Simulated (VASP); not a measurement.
# CuAu3 (Pm-3m) in VASP: a series of runs, part 2 of 2

VASP 6.6.1. Earlier steps stand in the parts before.

## (4) Single point, r2SCAN (equal strain along all axes, cell held: +4.0 %)

POSCAR reads:

```
CuAu3
1.0
    4.1714067362      0.0000000000      0.0000000000
    0.0000000000      4.1714067362      0.0000000000
    0.0000000000      0.0000000000      4.1714067362
Cu Au
1 3
Direct
    0.0000000000      0.0000000000      0.0000000000
    0.0000000000      0.5000000000      0.5000000000
    0.5000000000      0.0000000000      0.5000000000
    0.5000000000      0.5000000000      0.0000000000
```

INCAR.step1 reads:

```
PREC = Accurate ; ENCUT = 520
ISMEAR = 0 ; SIGMA = 0.1
LREAL = F ; LASPH = T
NELM = 60 ; NBANDS = 30
GGA = PE ; ALGO = Normal
EDIFF = 1E-4 ; LWAVE = T
LCHARG = F
```

INCAR.step2 reads:

```
PREC = Accurate ; ENCUT = 520
EDIFF = 1E-6 ; ISMEAR = 0
SIGMA = 0.1 ; LREAL = F
LASPH = T ; NELM = 60
ALGO = Normal ; ISIF = 2
LWAVE = F ; LCHARG = F
METAGGA = R2SCAN ; LMIXTAU = T
NBANDS = 30 ; ISTART = 1
```

KPOINTS reads:

```
Automatic mesh
0
Gamma
  14 14 14
```

Potentials or basis: VASP PAW PBE potentials, release 64 (Cu, Au).

Run with:

```bash
$ cat potpaw_PBE.64/Cu/POTCAR potpaw_PBE.64/Au/POTCAR > POTCAR
$ cp INCAR.step1 INCAR
$ mpirun -np 1 vasp_std > vasp.out
$ cp INCAR.step2 INCAR
$ mpirun -np 1 vasp_std > vasp.out
```

OUTCAR:

```text
PREC = Accurate
   ENCUT = 520
   EDIFF = 1E-6
   ISMEAR = 0
   LREAL = F
   LASPH = T
   NELM = 60
   ISIF = 2
   METAGGA = R2SCAN
   ISTART = 1

 ion  position               nearest neighbor table
   1  0.000  0.000  0.000-   2 2.95   3 2.95   4 2.95   2 2.95   3 2.95   2 2.95   4 2.95   2 2.95
                             3 2.95   4 2.95   3 2.95   4 2.95
   2  0.000  0.500  0.500-   1 2.95   3 2.95   4 2.95   1 2.95   4 2.95   1 2.95   3 2.95   1 2.95
                             3 2.95   4 2.95   4 2.95   3 2.95
   3  0.500  0.000  0.500-   1 2.95   2 2.95   4 2.95   1 2.95   4 2.95   2 2.95   4 2.95   4 2.95
[... 997 lines left out ...]
  --------------------------------------------------------------------------------------
  -------------------------------------------------------------------------------------
  Total       -5.8327550     -5.8327550     -5.8327550      0.0000000     -0.0000000     -0.0000000
  in kB     -128.7468759   -128.7468759   -128.7468759      0.0000000     -0.0000000     -0.0000000
  external PRESSURE =    -128.7468759 kB  Pullay stress =       0.0000000 kB

 VOLUME and BASIS-vectors are now :
 -----------------------------------------------------------------------------
  energy-cutoff  :      520.00
  volume of cell :       72.59
      direct lattice vectors                 reciprocal lattice vectors
     4.171406736  0.000000000  0.000000000     0.239727282  0.000000000  0.000000000
     0.000000000  4.171406736  0.000000000     0.000000000  0.239727282  0.000000000
     0.000000000  0.000000000  4.171406736     0.000000000  0.000000000  0.239727282

 POSITION                                       TOTAL-FORCE (eV/Angst)
 -----------------------------------------------------------------------------------
      0.00000      0.00000      0.00000         0.000000      0.000000      0.000000
      0.00000      2.08570      2.08570         0.000000      0.000000      0.000000
      2.08570      0.00000      2.08570         0.000000      0.000000      0.000000
      2.08570      2.08570      0.00000         0.000000      0.000000      0.000000
 -----------------------------------------------------------------------------------
    total drift:                                0.000000     -0.000000     -0.000000

  FREE ENERGIE OF THE ION-ELECTRON SYSTEM (eV)
  ---------------------------------------------------
  free  energy   TOTEN  =      -162.3521991726 eV

  energy  without entropy=     -162.3472067499  energy(sigma->0) =     -162.34970296
```

OUTCAR.step1:

```text
PREC = Accurate
   ENCUT = 520
   ISMEAR = 0
   LREAL = F
[... 1025 lines left out ...]
      0.00000      0.00000      0.00000         0.000000      0.000000      0.000000
      0.00000      2.08570      2.08570         0.000000      0.000000      0.000000
      2.08570      0.00000      2.08570         0.000000      0.000000      0.000000
      2.08570      2.08570      0.00000         0.000000      0.000000      0.000000
 -----------------------------------------------------------------------------------
    total drift:                                0.000000     -0.000000     -0.000000

  FREE ENERGIE OF THE ION-ELECTRON SYSTEM (eV)
  ---------------------------------------------------
  free  energy   TOTEN  =       -13.2861099402 eV

  energy  without entropy=      -13.2810076681  energy(sigma->0) =      -13.28355880
```

Wall time 14 min (1 thread of AMD EPYC 9755, shared host); peak memory 0.32 GiB.

Results:

| Property | Result |
| --- | --- |
| Free energy | -162.3522 eV |
| Pressure | -12.9 GPa |
| Band gap on the k mesh | zero (bands 22 and 23 overlap by 1.83 eV) |

Caveat: the cell differs from its parent crystal (equal strain along all axes, cell held: +4.0 %); the cell stands under tension; the PAW data sets were made with another functional, which shifts forces and pressure a little; spin-orbit coupling is left out, which moves the levels of the heavy elements.

## (5) Single point, r2SCAN (equal strain along all axes, cell held: +6.0 %)

POSCAR reads:

```
CuAu3
1.0
    4.2516260965      0.0000000000      0.0000000000
    0.0000000000      4.2516260965      0.0000000000
    0.0000000000      0.0000000000      4.2516260965
Cu Au
1 3
Direct
    0.0000000000      0.0000000000      0.0000000000
    0.0000000000      0.5000000000      0.5000000000
    0.5000000000      0.0000000000      0.5000000000
    0.5000000000      0.5000000000      0.0000000000
```

INCAR.step1 reads:

```
  ALGO = Normal
  EDIFF = 1E-4
  ENCUT = 520
  GGA = PE
  ISMEAR = 0
  LASPH = True
  LCHARG = False
  LREAL = False
  LWAVE = True
  NBANDS = 30
  NELM = 60
  PREC = Accurate
  SIGMA = 0.1
```

INCAR.step2 reads:

```
  ALGO = Normal
  EDIFF = 1E-6
  ENCUT = 520
  ISIF = 2
  ISMEAR = 0
  ISTART = 1
  LASPH = True
  LCHARG = False
  LMIXTAU = True
  LREAL = False
  LWAVE = False
  METAGGA = R2SCAN
  NBANDS = 30
  NELM = 60
  PREC = Accurate
  SIGMA = 0.1
```

KPOINTS reads:

```
k-points
0
Gamma
  14 14 14
```

Potentials or basis: VASP PAW PBE potentials, release 64 (Cu, Au).

Run with:

```bash
$ cat potpaw_PBE.64/Cu/POTCAR potpaw_PBE.64/Au/POTCAR > POTCAR
$ cp INCAR.step1 INCAR
$ mpirun -np 1 vasp_std > vasp.out
$ cp INCAR.step2 INCAR
$ mpirun -np 1 vasp_std > vasp.out
```

OUTCAR:

```text
EDIFF = 1E-6
   ENCUT = 520
   ISIF = 2
   ISMEAR = 0
   ISTART = 1
   LASPH = True
   LREAL = False
   METAGGA = R2SCAN
   NELM = 60
   PREC = Accurate

 ion  position               nearest neighbor table
   1  0.000  0.000  0.000-   2 3.01   3 3.01   4 3.01   2 3.01   3 3.01   2 3.01   4 3.01   2 3.01
                             3 3.01   4 3.01   3 3.01   4 3.01
   2  0.000  0.500  0.500-   1 3.01   3 3.01   4 3.01   1 3.01   4 3.01   1 3.01   3 3.01   1 3.01
                             3 3.01   4 3.01   4 3.01   3 3.01
   3  0.500  0.000  0.500-   1 3.01   2 3.01   4 3.01   1 3.01   4 3.01   2 3.01   4 3.01   4 3.01
                             1 3.01   2 3.01   1 3.01   2 3.01
   4  0.500  0.500  0.000-   1 3.01   2 3.01   3 3.01   2 3.01   3 3.01   1 3.01   3 3.01   3 3.01
                             1 3.01   2 3.01   2 3.01   1 3.01

  LATTYP: Found a simple cubic cell.
 ALAT       =     4.2516260965

  Lattice vectors:

 A1 = (   4.2516260965,   0.0000000000,   0.0000000000)
 A2 = (   0.0000000000,   4.2516260965,   0.0000000000)
 A3 = (   0.0000000000,   0.0000000000,   4.2516260965)

Analysis of symmetry for initial positions (statically):
[... 180 lines left out ...]
 val. band max:        6.2836029807   @ k =   0.4286   0.4286   0.3571
 cond. band min:       6.2932431299   @ k =   0.2857   0.2143   0.2143
 fundamental gap:      0.0096401492
 Fermi energy:         6.2883248601

 k-point     1 :       0.0000    0.0000    0.0000
  band No.  band energies     occupation
      1      -2.0003      2.00000
      2       0.2265      2.00000
      3       0.7796      2.00000
      4       0.7796      2.00000
      5       0.7796      2.00000
      6       0.8976      2.00000
[... 781 lines left out ...]
     29      15.9212      0.00000
     30      16.7803      0.00000

 [... further k-points ...]

------------------------ aborting loop because EDIFF is reached ----------------------------------------

  FORCE on cell =-STRESS in cart. coord.  units (eV):
  Direction    XX          YY          ZZ          XY          YZ          ZX
  --------------------------------------------------------------------------------------
  -------------------------------------------------------------------------------------
  Total       -7.7770689     -7.7770689     -7.7770689      0.0000000      0.0000000     -0.0000000
  in kB     -162.1292358   -162.1292358   -162.1292358      0.0000000      0.0000000     -0.0000000
  external PRESSURE =    -162.1292358 kB  Pullay stress =       0.0000000 kB

 VOLUME and BASIS-vectors are now :
 -----------------------------------------------------------------------------
  energy-cutoff  :      520.00
  volume of cell :       76.85
      direct lattice vectors                 reciprocal lattice vectors
     4.251626096  0.000000000  0.000000000     0.235204126  0.000000000  0.000000000
     0.000000000  4.251626096  0.000000000     0.000000000  0.235204126  0.000000000
     0.000000000  0.000000000  4.251626096     0.000000000  0.000000000  0.235204126

 POSITION                                       TOTAL-FORCE (eV/Angst)
 -----------------------------------------------------------------------------------
      0.00000      0.00000      0.00000         0.000000      0.000000      0.000000
      0.00000      2.12581      2.12581         0.000000      0.000000      0.000000
      2.12581      0.00000      2.12581         0.000000      0.000000      0.000000
      2.12581      2.12581      0.00000         0.000000      0.000000      0.000000
 -----------------------------------------------------------------------------------
    total drift:                                0.000000     -0.000000     -0.000000

  FREE ENERGIE OF THE ION-ELECTRON SYSTEM (eV)
  ---------------------------------------------------
  free  energy   TOTEN  =      -161.9631598968 eV

  energy  without entropy=     -161.9582466367  energy(sigma->0) =     -161.96070327
```

Wall time 14 min (1 thread of AMD EPYC 9755, shared host); peak memory 0.33 GiB.

Results:

```
Free energy            : -161.9632 eV
Pressure               : -16.2 GPa
Band gap on the k mesh : zero (bands 22 and 23 overlap by 1.99 eV)
```

Caveat: the cell differs from its parent crystal (equal strain along all axes, cell held: +6.0 %); the cell stands under tension; the PAW data sets were made with another functional, which shifts forces and pressure a little; spin-orbit coupling is left out, which moves the levels of the heavy elements.

## (6) Overview

```tsv
cell	k mesh	gap on the mesh (eV)	pressure (GPa)
a = 4.011 Å, 4 atoms	10 × 10 × 10	none	0.4
a = 4.140 Å, 4 atoms	10 × 10 × 10	none	-11.1
a = 4.171 Å, 4 atoms	14 × 14 × 14	none	-12.9
a = 4.252 Å, 4 atoms	14 × 14 × 14	none	-16.2
```

Alike in all rows: task single point; level r2SCAN; potentials or basis VASP PAW PBE potentials, release 64 (Cu, Au); no spin polarisation; cutoff (eV) 520; smearing gaussian 0.1 eV.

Caveats: the PAW data sets were made with another functional, which shifts forces and pressure a little; spin-orbit coupling is left out, which moves the levels of the heavy elements; the cell stands under tension (at least some runs).

Absolute energies hang on the potentials; compare differences alone.

The gap in the log of VASP goes by the Fermi energy; the results here count the filled bands.